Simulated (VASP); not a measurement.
A run of VASP 6.6.1 is set up as follows.

Contents of INCAR:

```
  ALGO = Normal
  EDIFF = 1E-7
  ENCUT = 520
  GGA = PS
  ISIF = 2
  ISMEAR = -1
  LASPH = T
  LCHARG = F
  LREAL = Auto
  LWAVE = F
  NBANDS = 232
  NELM = 60
  PREC = Accurate
  SIGMA = 0.05
```

File KPOINTS:

```
k-points
0
Gamma
  1 1 1
```

POSCAR

```
Ti3Sn5O16
1.0
    9.4030920000      0.0000000000      0.0000000000
    0.0000000000      9.4030920000      0.0000000000
    0.0000000000      0.0000000000      6.2165470000
Sn Ti O
10 6 32
Direct
    0.9993980000      0.9954670000      0.0011420000
    0.0016450000      0.4989060000      0.0024830000
    0.5008720000      0.0022250000      0.9999000000
    0.5016290000      0.5024250000      0.9978920000
    0.4976300000      0.4978990000      0.4956510000
    0.2479260000      0.2482160000      0.2496100000
    0.2460560000      0.7503620000      0.7570820000
    0.7541990000      0.2495270000      0.2479500000
    0.7479170000      0.2472270000      0.7516630000
    0.7479530000      0.7499210000      0.7493240000
    0.9978700000      0.0016310000      0.4960360000
    0.0015440000      0.5004530000      0.5043250000
    0.5000550000      0.9976140000      0.4991980000
    0.2511910000      0.2458340000      0.7501840000
    0.2499320000      0.7476570000      0.2552120000
    0.7459110000      0.7469950000      0.2480150000
    0.1536830000      0.1519120000      0.9995240000
    0.1532440000      0.1500010000      0.5002580000
    0.1488550000      0.6545710000      0.9969780000
    0.1542980000      0.6530850000      0.5037060000
    0.6499880000      0.1559480000      0.0053080000
    0.6526520000      0.1555140000      0.4961160000
    0.6513500000      0.6527590000      0.9989230000
    0.6541270000      0.6518330000      0.4983280000
    0.3456980000      0.3491240000      0.0008100000
    0.3451260000      0.3504460000      0.5025360000
    0.3483700000      0.8477740000      0.0009270000
    0.3504100000      0.8435260000      0.4980360000
    0.8510570000      0.3464160000      0.0038230000
    0.8451380000      0.3501730000      0.4918870000
    0.8446070000      0.8446520000      0.0012120000
    0.8457050000      0.8458460000      0.4963060000
    0.0960170000      0.4013940000      0.2514920000
    0.0938760000      0.4000380000      0.7519260000
    0.0999530000      0.9068200000      0.2495730000
    0.0962970000      0.9006690000      0.7474700000
    0.6001510000      0.4015920000      0.2450130000
    0.5982380000      0.4049880000      0.7507620000
    0.6001900000      0.9041410000      0.2498310000
    0.5975920000      0.9020480000      0.7525450000
    0.4018840000      0.0975690000      0.2551130000
    0.3980200000      0.0961970000      0.7493200000
    0.4025190000      0.5984230000      0.2509320000
    0.4029580000      0.5984100000      0.7545310000
    0.8993840000      0.0963600000      0.2480350000
    0.9032600000      0.0997090000      0.7474130000
    0.9055340000      0.5951600000      0.2502960000
    0.8976470000      0.5955800000      0.7492290000
```

Potentials or basis: VASP PAW PBE potentials, release 64 (Sn_d, Ti_sv, O).

The run is started by

```sh
$ cat potpaw_PBE.64/Sn_d/POTCAR potpaw_PBE.64/Ti_sv/POTCAR potpaw_PBE.64/O/POTCAR > POTCAR
$ mpirun -np 1 vasp_gam > vasp.out
```

Q: Predict the largest force.

A: 2.502 eV/Å.

Q: What does it give for the band gap on the k mesh?

A: 1.66 eV.

Forces in eV/Å, atoms in the order of the input:
```
Sn  -0.061  0.494 -0.623
Sn  -0.430  0.074 -0.422
Sn  -0.468 -0.249  0.360
Sn  -0.470 -0.826  0.504
Sn   0.707  0.143  0.580
Sn   0.303  0.553  0.288
Sn   1.194  0.019 -1.107
Sn  -0.693  0.685  0.685
Sn   0.364  1.104 -0.775
Sn   0.442 -0.144 -0.429
Ti   0.027 -0.327  0.063
Ti  -0.688 -0.440 -0.025
Ti   0.178  0.131 -0.266
Ti  -0.215  0.336  0.025
Ti   0.262  0.066  0.390
Ti   0.490 -0.099  0.535
O    0.107  0.131 -1.229
O   -0.372 -0.185  1.171
O    0.569  0.390  1.822
O   -0.353 -0.371 -1.445
O   -0.521 -0.599 -0.580
O   -1.695 -1.793  0.415
O    0.881  0.943  1.298
O    0.194  0.463 -1.276
O   -0.608 -0.816 -1.146
O   -1.031 -1.238  0.904
O   -0.521 -0.511  1.234
O    0.145  0.359 -0.879
O    0.041  0.105 -0.871
O    1.511  1.299  1.184
O   -0.203 -0.202  0.981
O    0.455  0.513 -0.977
O   -0.202  0.414  1.253
O    0.341 -0.187 -1.385
O    0.244 -0.595  1.445
O   -0.913  0.994 -0.961
O   -0.174  0.127  0.222
O    0.389 -0.507 -0.341
O   -0.044 -0.160  1.133
O   -0.741  0.924 -1.230
O    0.779 -0.756  0.846
O    0.184  0.152 -1.026
O   -1.457  1.462 -0.274
O   -0.605  0.611 -0.699
O    1.319 -1.267  1.050
O    0.920 -1.158 -0.777
O   -0.544  0.644  1.228
O    0.960 -0.708 -0.870
```

Caveat: the k points lie up to 1.01 Å⁻¹ apart, too coarse for converged energies, forces and pressures; the PAW data sets were made with another functional, which shifts forces and pressure a little; spin-orbit coupling is left out, which moves the levels of the heavy elements. A k mesh can miss the band edges.
